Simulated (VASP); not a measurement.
Here is a VASP 6.6.1 calculation.

The input INCAR:

```
SYSTEM = Si
PREC = Accurate
ENCUT = 520
EDIFF = 1E-6
ISMEAR = 0
SIGMA = 0.05
LREAL = .FALSE.
LASPH = .TRUE.
NELM = 100
ALGO = Normal
ISIF = 2
LWAVE = .FALSE.
LCHARG = .TRUE.
GGA = PE
LELF = .TRUE.
LVHAR = .TRUE.
NBANDS = 16
```

The input KPOINTS:

```
Automatic mesh
0
G
  8 8 6
  0 0 0
```

Contents of POSCAR:

```
Si
1.0
    0.0000000000     -2.7347607592     -2.7347607592
    0.0000000000      2.7347607592     -2.7347607592
    5.4695215184      0.0000000000      0.0000000000
Si
4
Direct
    0.5105296562      0.5263179864      0.0000000000
   -0.0105296562     -0.0263179864      0.5000000000
    1.0053265583      0.4679290217      0.2500000000
    0.4946734417      0.0320709783      0.7500000000
```

Potentials or basis: VASP PAW PBE potentials, release 64 (Si).

Command:

```console
$ cat potpaw_PBE.64/Si/POTCAR > POTCAR
$ mpirun -np 1 vasp_std > vasp.out
```

Task: What does it give for the largest force?

Result: 0.520 eV/Å.

Task: Predict the band gap on the k mesh.

Result: 0.56 eV (least direct gap 0.71 eV).

Task: Estimate the pressure.

Result: -0.5 GPa.

Stress tensor (GPa, compression positive):
```
-0.51  0.00  0.00
 0.00 -0.38 -0.18
 0.00 -0.18 -0.57
```

Caveat: the cell differs from its parent crystal (atoms displaced along several vibrational modes). A k mesh can miss the band edges.
